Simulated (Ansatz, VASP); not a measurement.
**Pt: VASP beside Ansatz**

```
CELL_PARAMETERS angstrom
2.76067 0.00000 -0.20705
-1.38033 2.39081 0.10352
-0.35941 0.00000 4.79213
ATOMIC_POSITIONS crystal
Pt 0.66667 0.33333 0.75000
Pt 0.33333 0.66667 0.25000
```

Change from the starting cell: strain -0.1500 x Voigt [0, 0, 0, 0, 1, 0], atoms carried along.

Alike in both runs: task single point; functional r2SCAN; k mesh 18 × 18 × 10; occupations gaussian, width 0.15 eV; no spin polarisation.

|  | VASP | Ansatz |
| --- | --- | --- |
| version | VASP 6.6.1 | Ansatz 0.2.0 |
| potentials or method | VASP PAW PBE potentials, release 64 (Pt), cutoff 520 eV | scalar-relativistic, plane waves, PAW |
| valence electrons in the cell | 20 | 36 |

|  | VASP | Ansatz | Ansatz less VASP |
| --- | --- | --- | --- |
| gap on the k mesh at the Fermi level (eV) | none | none | - |
| pressure (GPa) | -3.1 | -3.7 | -0.58 |
| traceless stress, the component that is largest in VASP (GPa) | 3.88 | 4.02 | +0.136 |
| rms of the force components (eV/Å) | 0.047 | 0.044 | -0.0026 |

VASP's potentials were made for PBE, not for r2SCAN. Atom by atom the forces differ by 0.003 eV/Å (rms over components). A gap of «none» marks a metal or a gap that the smearing closes. VASP's potentials hold 20 valence electrons a cell and Ansatz's 36, so a difference there can come from the potentials and not from the codes.

Spin-orbit coupling is off throughout.
